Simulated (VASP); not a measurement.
Runs of VASP 6.6.1 on NiO. The structure is that of space group F-43m (No. 216), or close to it. The cells are those of the table. 

```tsv
level	potentials or basis	cell	k mesh	cutoff (eV)	second run	grid for exact exchange (PRECFOCK)	screening parameter	share of exact exchange	gap on the mesh (eV)	pressure (GPa)	moment (μB)
PBE	VASP PAW PBE potentials, release 64 (Ni_sv_GW, O)	a = 3.293 Å, angles 60.0°, 2 atoms	10 × 10 × 10	600	valence_matched	-	-	-	none	-14.8	2.00
HSE06	VASP PAW PBE potentials, release 64 (Ni, O)	a = 3.229 Å, angles 60.0°, 2 atoms	5 × 5 × 5	520	-	Normal	0.2079 1/Å	-	none	-11.0	2.00
PBEsol-based screened hybrid	VASP PAW PBE potentials, release 64 (Ni, O)	a = 3.229 Å, angles 60.0°, 2 atoms	5 × 5 × 5	520	-	Normal	0.207 1/Å	0.25	none	-16.1	2.00
PBE	VASP PAW PBE potentials, release 64 (Ni_sv_GW, O)	a = 3.229 Å, angles 60.0°, 2 atoms	10 × 10 × 10	600	valence_matched	-	-	-	none	-9.1	1.98
PBE	VASP PAW PBE potentials, release 64 (Ni, O)	a = 3.251 Å, angles 60.0°, 2 atoms	10 × 10 × 10	520	-	-	-	-	none	-9.1	1.98
B3LYP	VASP PAW PBE potentials, release 64 (Ni, O)	a = 3.177 Å, angles 60.0°, 2 atoms	5 × 5 × 5	520	-	Normal	-	-	none	(b)	2.00
PBE-based screened hybrid	VASP PAW PBE potentials, release 64 (Ni, O)	a = 3.229 Å, angles 60.0°, 2 atoms	5 × 5 × 5	520	-	Normal	0.3 1/Å	0.25	none	(a)	2.00
PBE	VASP PAW PBE potentials, release 64 (Ni_sv_GW, O)	a = 3.164 Å, angles 60.0°, 2 atoms	10 × 10 × 10	600	valence_matched	-	-	-	none	-0.8	1.93
```

Alike in all rows: task single point; spin collinear, ferromagnetic start; smearing fermi-dirac 0.05 eV.

**Question.** Estimate the missing entries.

**Answer.** (a) -10.7; (b) 0.5.

Caveats: some runs use coarse meshes; a cell with one magnetic atom can't hold antiferromagnetic order, which such compounds often take; semilocal functionals often make such compounds metallic where correlation or magnetic order opens a gap, which also shifts bond lengths (some runs); the PAW data sets were made with another functional, which shifts forces and pressure a little (some runs).

A gap of «none» marks levels without a gap at the run's occupations.

The runs don't all hold the same shells in valence.
